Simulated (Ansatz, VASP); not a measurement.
## ZrS: VASP beside Ansatz

POSCAR

```
ZrS
1.0
    0.0000000000      2.6414062500      2.6414062500
    2.6250000000      0.0164062500      2.6250000000
    2.6250000000      2.6250000000      0.0164062500
Zr S
1 1
Direct
    0.0000000000      0.0000000000      0.0000000000
    0.5000000000      0.5000000000      0.5000000000
```

Contents of INCAR.step1:

```
PREC     = Accurate       # precision mode
ENCUT    = 520            # plane-wave cutoff, eV
ISMEAR   = 0              # smearing method
SIGMA    = 0.15           # smearing width, eV
LREAL    = F              # projectors in reciprocal space
LASPH    = T              # aspherical terms in the spheres
NELM     = 100            # most SCF steps
NBANDS   = 16             # bands
GGA      = PE             # functional
ALGO     = Normal         # electronic algorithm
EDIFF    = 1E-4           # SCF threshold, eV
LWAVE    = T              # write WAVECAR
LCHARG   = F              # write CHGCAR
```

File INCAR.step2:

```
PREC     = Accurate       # precision mode
ENCUT    = 520            # plane-wave cutoff, eV
EDIFF    = 1E-7           # SCF threshold, eV
ISMEAR   = 0              # smearing method
SIGMA    = 0.15           # smearing width, eV
LREAL    = F              # projectors in reciprocal space
LASPH    = T              # aspherical terms in the spheres
NELM     = 100            # most SCF steps
ALGO     = Normal         # electronic algorithm
ISIF     = 2              # what is computed and relaxed
LWAVE    = F              # write WAVECAR
LCHARG   = F              # write CHGCAR
METAGGA  = R2SCAN         # meta-GGA
LMIXTAU  = T            
NBANDS   = 16             # bands
ISTART   = 1
```

The input KPOINTS:

```
regular mesh
0
Gamma
  16 16 16
```

Input for Ansatz:

```yaml
crystal:
  lattice:
    - [0.0, 2.64140625, 2.64140625]
    - [2.625, 0.01640625, 2.625]
    - [2.625, 2.625, 0.01640625]
  atoms:
    - { symbol: Zr, position: [0.0, 0.0, 0.0] }
    - { symbol: S, position: [0.5, 0.5, 0.5] }
basis:
  ecutwfc: 500
kpoints:
  mp_grid: { grid: [16, 16, 16] }
hamiltonian:
  xc: r2scan
scf:
  occupations: { method: gaussian, width: 0.15 }
output:
  forces: true
  stress: true
  eigenvalues: true
```

Change from the starting cell: strain +0.0125 x Voigt [0, 0, 0, 1, 0, 0], atoms carried along.

Alike in both runs: task single point; functional r2SCAN; k mesh 16 × 16 × 16; occupations gaussian, width 0.15 eV; no spin polarisation.

|  | VASP | Ansatz |
| --- | --- | --- |
| version | VASP 6.6.1 | Ansatz 0.2.0 |
| potentials or method | VASP PAW PBE potentials, release 64 (Zr_sv, S), cutoff 520 eV | scalar-relativistic, plane waves, PAW |
| valence electrons in the cell | 18 | 18 |

```csv
,VASP,Ansatz,Ansatz less VASP
gap on the k mesh at the Fermi level (eV),none,none,-
pressure (GPa),-2.0,-2.0,+0.01
"traceless stress, the component that is largest in VASP (GPa)",-0.39,-0.39,-0.006
```

VASP's potentials were made for PBE, not for r2SCAN. A gap of «none» marks a metal or a gap that the smearing closes.
